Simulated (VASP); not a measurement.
A run of VASP 6.6.1 is set up as follows.

Contents of INCAR:

```
  PREC = Accurate
  ENCUT = 520
  EDIFF = 1E-6
  ISMEAR = 0
  SIGMA = 0.05
  LREAL = False
  LASPH = True
  NELM = 60
  ALGO = Normal
  ISIF = 2
  LWAVE = False
  LCHARG = True
  GGA = PE
  LELF = True
  LVHAR = True
  NBANDS = 14
```

Contents of KPOINTS:

```
regular mesh
0
Gamma
  6 6 6
```

The input POSCAR:

```
NaI
1.0
    0.0000000000      3.3334920000      3.3334920000
    3.3334920000      0.0000000000      3.3334920000
    3.3334920000      3.3334920000      0.0000000000
Na I
1 1
Direct
    0.0000000000      0.0000000000      0.0000000000
    0.5000000000      0.5000000000      0.5000000000
```

Potentials or basis: VASP PAW PBE potentials, release 64 (Na_pv, I).

The run is started by

```bash
$ cat potpaw_PBE.64/Na_pv/POTCAR potpaw_PBE.64/I/POTCAR > POTCAR
$ mpirun -np 1 vasp_std > vasp.out
```

**Question.** Estimate the band gap on the k mesh.

**Answer.** 3.42 eV.

**Question.** Estimate the pressure.

**Answer.** -0.8 GPa.

Caveat: the cell differs from its parent crystal (strain +0.030 along x and y, +0.030 along z); spin-orbit coupling is left out, which moves the levels of the heavy elements.
